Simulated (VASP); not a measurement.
Crystal: PtPb.

```
Pt Pb
1.0
     4.26000    0.00000    0.00000
    -2.13000    3.68927    0.00000
     0.00000    0.00000    5.47000
Pt Pb
2 2
Direct
  0.33333 0.66667 0.25000
  0.66667 0.33333 0.75000
  0.00000 0.00000 0.00000
  0.00000 0.00000 0.50000
```

| Item | Value |
| --- | --- |
| Program | VASP 6.6.1 |
| Task | relaxation of volume and atoms at fixed shape |
| Functional | r2SCAN |
| Potentials or basis | VASP PAW PBE potentials, release 64 (Pt, Pb_d) |
| Cutoff | 600 eV |
| k mesh | 6 × 6 × 4 |
| Occupations | fermi-dirac, width 0.1 eV |
| Spin | no spin polarisation |

At the start: pressure 12.2 GPa; volume 21.49 Å³/atom.

Task: How do energy, volume and symmetry change on relaxing?

Result: Over 4 steps the energy falls by 83.1 meV/atom and the volume is 23.94 Å³/atom (+11.4 %); space group P6_3/mmc (No. 194, to 0.05 Å).

Step by step:
| step | energy change (eV) | largest force (eV/Å) | pressure (GPa) | volume (Å³) |
| --- | --- | --- | --- | --- |
| 1 | 0.0000 | 0.0000 | 12.22 | 85.97 |
| 2 | -0.0158 | 0.0000 | -7.24 | 108.02 |
| 3 | -0.3321 | 0.0000 | -0.18 | 95.97 |
| 4 | -0.3322 | 0.0000 | 0.00 | 95.76 |

Final structure:
```xyz
4
Lattice="4.4160 0.0000 0.0000 -2.2080 3.8244 0.0000 0.0000 0.0000 5.6703" Properties=species:S:1:pos:R:3 pbc="T T T"
Pt    0.0000    2.5496    1.4176
Pt    2.2080    1.2748    4.2527
Pb    0.0000    0.0000    0.0000
Pb    0.0000    0.0000    2.8352
```

Caveat: the PAW data sets were made with another functional, which shifts forces and pressure a little; the volume moved by +11 % from the deposited cell, more than functionals usually miss.
